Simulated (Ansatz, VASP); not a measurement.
**One calculation of Al4Co3Ni, two programs**

```
Al Ni Co
1.0
     4.03956    0.00000    0.00000
     0.00000    4.03956    0.00000
     0.00000    0.00000    5.76871
Al Ni Co
4 1 3
Direct
  0.00000 0.50000 0.75258
  0.00000 0.50000 0.24742
  0.50000 0.00000 0.75258
  0.50000 0.00000 0.24742
  0.50000 0.50000 0.50000
  0.00000 0.00000 0.00000
  0.00000 0.00000 0.50000
  0.50000 0.50000 0.00000
```

Alike in both runs: task single point; functional PBE; k mesh 10 × 10 × 8; occupations gaussian, width 0.1 eV; collinear spin.

|  | VASP | Ansatz |
| --- | --- | --- |
| version | VASP 6.6.1 | Ansatz 0.2.0 |
| potentials or method | VASP PAW PBE potentials, release 64 (Al, Ni, Co), cutoff 520 eV | scalar-relativistic, plane waves, PAW |
| valence electrons in the cell | 49 | 81 |

|  | VASP | Ansatz | Ansatz less VASP |
| --- | --- | --- | --- |
| gap on the k mesh at the Fermi level (eV) | none | none | - |
| pressure (GPa) | -0.1 | 0.0 | +0.06 |
| net moment per atom (μB) | 0.12 | 0.12 | +0.002 |
| size of the moment on the site where the two differ most (μB) | 0.44 | 0.46 | +0.023 |

Site moments also hang on the region over which each program counts them. A gap of «none» marks a metal or a gap that the smearing closes. VASP's potentials hold 49 valence electrons a cell and Ansatz's 81, so a difference there can come from the potentials and not from the codes. Ansatz's warnings: stability check not made.
